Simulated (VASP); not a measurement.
# SrO (Fm-3m) in VASP: further runs

SrO is run at these levels: PBE; tasks: single point.

All numbers are computed with VASP 6.6.1; they aren't measurements. Logs are shortened: lines on timing, memory, paths and dates and some standing lists are left out, and cuts for length are marked.

## (1) The cell of the first run

The structure is cubic, space group Fm-3m (No. 225). Conventional cell: a = 4.939 Å, b = 4.939 Å, c = 4.939 Å, α = 90.00°, β = 90.00°, γ = 90.00°. Within 3.3 Å of Sr (site symmetry m-3m) lie 6 O at 2.47 Å. O (site symmetry m-3m) has 6 Sr at 2.47 Å within 3.3 Å.

## (2) Single point, PBE (Ca replaced by Sr, lengths x 1.047, strained)

INCAR reads:

```
SYSTEM = SrO
PREC = Accurate
ENCUT = 520
EDIFF = 1E-7
ISMEAR = 0
SIGMA = 0.02
LREAL = .False.
LASPH = .True.
NELM = 80
ALGO = Normal
ISIF = 2
LWAVE = .False.
LCHARG = .True.
GGA = PE
LELF = .True.
LVHAR = .True.
NBANDS = 15
```

KPOINTS reads:

```
Automatic mesh
0
Gamma
  8 8 8
  0 0 0
```

POSCAR reads:

```
SrO
1.0
    0.0000000000      2.4693819948      2.4693819948
    2.4693819948      0.0000000000      2.4693819948
    2.4693819948      2.4693819948      0.0000000000
Sr O
1 1
Direct
    0.0000000000      0.0000000000      0.0000000000
    0.5000000000      0.5000000000      0.5000000000
```

Potentials or basis: VASP PAW PBE potentials, release 64 (Sr_sv, O).

The run is started by

```console
$ cat potpaw_PBE.64/Sr_sv/POTCAR potpaw_PBE.64/O/POTCAR > POTCAR
$ mpirun -np 1 vasp_std > vasp.out
```

OUTCAR:

```text
SYSTEM = SrO
   PREC = Accurate
   ENCUT = 520
   EDIFF = 1E-7
   ISMEAR = 0
   LREAL = .False.
   LASPH = .True.
   NELM = 80
   ISIF = 2
   GGA = PE

 ion  position               nearest neighbor table
   1  0.000  0.000  0.000-   2 2.47   2 2.47   2 2.47   2 2.47   2 2.47   2 2.47
   2  0.500  0.500  0.500-   1 2.47   1 2.47   1 2.47   1 2.47   1 2.47   1 2.47

  LATTYP: Found a face centered cubic cell.
 ALAT       =     4.9387639896

  Lattice vectors:

 A1 = (   0.0000000000,   2.4693819948,   2.4693819948)
 A2 = (   2.4693819948,   0.0000000000,   2.4693819948)
 A3 = (   2.4693819948,   2.4693819948,   0.0000000000)

Analysis of symmetry for initial positions (statically):
=====================================================================
 Subroutine PRICEL returns:
 Original cell was already a primitive cell.

 Routine SETGRP: Setting up the symmetry group for a
 face centered cubic supercell.

 Subroutine GETGRP returns: Found 48 space group operations
 (whereof 48 operations were pure point group operations)
 out of a pool of 48 trial point group operations.

The static configuration has the point symmetry O_h .

Analysis of symmetry for dynamics (positions and initial velocities):
=====================================================================
 Subroutine PRICEL returns:
 Original cell was already a primitive cell.

 Routine SETGRP: Setting up the symmetry group for a
 face centered cubic supercell.

 Subroutine GETGRP returns: Found 48 space group operations
 (whereof 48 operations were pure point group operations)
 out of a pool of 48 trial point group operations.

The dynamic configuration has the point symmetry O_h .

 Subroutine INISYM returns: Found 48 space group operations
 (whereof 48 operations are pure point group operations),
 and found     1 'primitive' translations

----------------------------------------------------------------------------------------

                                     Primitive cell

  volume of cell :      30.1158

  direct lattice vectors                    reciprocal lattice vectors
     0.000000000  2.469381995  2.469381995    -0.202479811  0.202479811  0.202479811
     2.469381995  0.000000000  2.469381995     0.202479811 -0.202479811  0.202479811
     2.469381995  2.469381995  0.000000000     0.202479811  0.202479811 -0.202479811

  length of vectors
     3.492233508  3.492233508  3.492233508     0.350705320  0.350705320  0.350705320

  position of ions in fractional coordinates (direct lattice)
[... 85 lines left out ...]
   ISIF   =      2    stress and relaxation
   ISYM   =      2    0-nonsym 1-usesym 2-fastsym
   POTIM  = 0.5000    time-step for ionic-motion
   TEBEG  =    0.0;   TEEND  =   0.0 temperature during run
   PSTRESS=    0.0 pullay stress
   NELECT =      16.0000    total number of electrons
   NUPDOWN=      -1.0000    fix difference up-down
   EMIN   =  10.00;   EMAX   =-10.00  energy-range for DOS
   EFERMI =   0.00;   METHOD = LEGACY
   ISMEAR =     0;   SIGMA  =   0.02  broadening in eV -4-tet -1-fermi 0-gaus
   EFERMI_NEDOS =   21; number of points for ismear=-14 and -15
   IALGO  =     38    algorithm
   IMIX   =      4    mixing-type and parameters
     AMIX     =   0.40;   BMIX     =  1.00
     AMIX_MAG =   1.60;   BMIX_MAG =  1.00
  volume/ion in A,a.u.               =      15.06       101.62
  Fermi-wavevector in a.u.,A,eV,Ry     =   1.325918  2.505621 23.919826  1.758058
  Thomas-Fermi vector in A             =   2.455343
   LORBIT       =      0    0 simple, 1 ext, 2 COOP (PROOUT), +10 PAW based schemes
   GGA     = PE    functional components
   LHFCALC =     F    Hartree Fock is set to
   AEXX    =    0.0000 exact exchange contribution
   IVDW    =     0    specifies the selected vdW correction
   LEPSILON=     F    determine dielectric tensor
   LRPA    =     F    only Hartree local field effects (RPA)
 non-spin polarized calculation
 Gauss-broadening in eV      SIGMA  =   0.02
  energy-cutoff  :      520.00
  volume of cell :       30.12
 maximum number of plane-waves:       869
 NGX is ok and might be reduce to    28
   NGX = 13   NGY = 13   NGZ = 13

 number of electron      16.0000005 magnetization

 Free energy of the ion-electron system (eV)
  ---------------------------------------------------
  ext. energy  EPLUGINS =         0.00000000
  ---------------------------------------------------
  free energy    TOTEN  =       -11.78691694 eV

  energy without entropy =      -11.78691694  energy(sigma->0) =      -11.78691694

 E-fermi :   2.3826     XC(G=0): -10.6130

 val. band max:        2.2971003980   @ k =   0.5000   0.5000   0.0000
 cond. band min:       5.4369144754   @ k =   0.5000   0.5000   0.0000
 fundamental gap:      3.1398140775
 Fermi energy:         2.3825874513

 k-point     1 :       0.0000    0.0000    0.0000
  band No.  band energies     occupation
      1     -29.7291      2.00000
      2     -12.9596      2.00000
      3     -11.2057      2.00000
      4     -11.2057      2.00000
      5     -11.2057      2.00000
      6       2.2819      2.00000
      7       2.2819      2.00000
      8       2.2819      2.00000
      9       7.1983      0.00000
     10       8.7361      0.00000
     11       8.7361      0.00000
     12       8.7361      0.00000
     13      11.1917      0.00000
     14      11.1917      0.00000
[... 401 lines left out ...]
      2     -14.3770      2.00000
      3     -11.7722      2.00000
      4     -11.5461      2.00000
      5     -10.3772      2.00000
      6       0.5518      2.00000
      7       1.3108      2.00000
      8       1.4454      2.00000
      9       9.0876      0.00000
     10       9.4918      0.00000
     11      12.5479      0.00000
     12      12.6457      0.00000
     13      15.0257      0.00000
     14      16.5045      0.00000
     15      17.1913      0.00000

 [... further k-points ...]
[... 5 lines left out ...]
  --------------------------------------------------------------------------------------
  -------------------------------------------------------------------------------------
  Total        3.5829598      3.5829598      3.5829598     -0.0000000      0.0000000      0.0000000
  in kB      190.6152713    190.6152713    190.6152713     -0.0000000      0.0000000      0.0000000
  external PRESSURE =     190.6152713 kB  Pullay stress =       0.0000000 kB

 VOLUME and BASIS-vectors are now :
 -----------------------------------------------------------------------------
  energy-cutoff  :      520.00
  volume of cell :       30.12
      direct lattice vectors                 reciprocal lattice vectors
     0.000000000  2.469381995  2.469381995    -0.202479811  0.202479811  0.202479811
     2.469381995  0.000000000  2.469381995     0.202479811 -0.202479811  0.202479811
     2.469381995  2.469381995  0.000000000     0.202479811  0.202479811 -0.202479811

 POSITION                                       TOTAL-FORCE (eV/Angst)
 -----------------------------------------------------------------------------------
      0.00000      0.00000      0.00000         0.000000      0.000000      0.000000
      2.46938      2.46938      2.46938        -0.000000     -0.000000     -0.000000
 -----------------------------------------------------------------------------------
    total drift:                                0.000000      0.000000      0.000000

  FREE ENERGIE OF THE ION-ELECTRON SYSTEM (eV)
  ---------------------------------------------------
  free  energy   TOTEN  =       -11.7869169424 eV

  energy  without entropy=      -11.7869169424  energy(sigma->0) =      -11.78691694
```

It took 20 s on 1 thread of Intel Xeon 6975P-C, shared host; peak memory 0.16 GiB.

Results:

* Free energy: -11.7869 eV
* Pressure: 19.1 GPa
* Band gap on the k mesh: 3.14 eV, direct

Levels at points of the mesh, in eV from the valence-band top:
```csv
k point,band 4,band 5,band 6,band 7,band 8,band 9,band 10,band 11,band 12,band 13
"(0.00, 0.00, 0.00)",-13.50,-13.50,-0.02,-0.02,-0.02,4.90,6.44,6.44,6.44,8.89
"(0.50, 0.00, 0.00)",-13.61,-12.23,-2.43,-1.42,-1.42,7.07,9.46,9.54,9.54,13.12
"(0.50, 0.50, 0.00)",-14.04,-14.04,-0.19,0.00,0.00,3.14,8.76,10.97,11.50,12.08
```

Caveat: the cell differs from its parent crystal (Ca replaced by Sr, lengths x 1.047, strained). A k mesh can miss the band edges.

## (3) Single point, PBE (Ca replaced by Sr, lengths x 1.047, strained)

INCAR reads:

```
  ALGO = Normal
  EDIFF = 1E-6
  ENCUT = 600
  GGA = PE
  GGA_COMPAT = False
  ISIF = 2
  ISMEAR = 0
  LASPH = True
  LCHARG = False
  LREAL = False
  LWAVE = False
  NBANDS = 15
  NELM = 120
  PREC = Accurate
  SIGMA = 0.1
```

KPOINTS reads:

```
k-points
0
Gamma
  6 6 6
```

POSCAR reads:

```
SrO
1.0
    0.0000000000      2.5480567472      2.5480567472
    2.5480567472      0.0000000000      2.5480567472
    2.5480567472      2.5480567472      0.0000000000
Sr O
1 1
Direct
    0.0000000000      0.0000000000      0.0000000000
    0.5000000000      0.5000000000      0.5000000000
```

Potentials or basis: VASP PAW PBE potentials, release 64 (Sr_sv, O).

The run is started by

```console
$ cat potpaw_PBE.64/Sr_sv/POTCAR potpaw_PBE.64/O/POTCAR > POTCAR
$ mpirun -np 1 vasp_std > vasp.out
```

Run time: 12 s. Hardware: 1 thread of Intel Xeon 6975P-C (Granite Rapids), shared host; peak memory 0.17 GiB.

Results (log left out):

```
Free energy            : -12.0156 eV
Pressure               : 6.1 GPa
Band gap on the k mesh : 3.25 eV, indirect (least direct gap 3.32 eV)
```

Levels at points of the mesh, in eV from the valence-band top:
```tsv
k point	band 6	band 7	band 8	band 9	band 10	band 11
(0.00, 0.00, 0.00)	0.00	0.00	0.00	4.18	6.27	6.27
(0.50, 0.00, 0.00)	-2.22	-1.19	-1.19	6.67	8.68	9.00
(0.50, 0.50, 0.00)	-0.38	-0.07	-0.07	3.25	8.01	10.35
```

Caveat: the cell differs from its parent crystal (Ca replaced by Sr, lengths x 1.047, strained). A k mesh can miss the band edges.
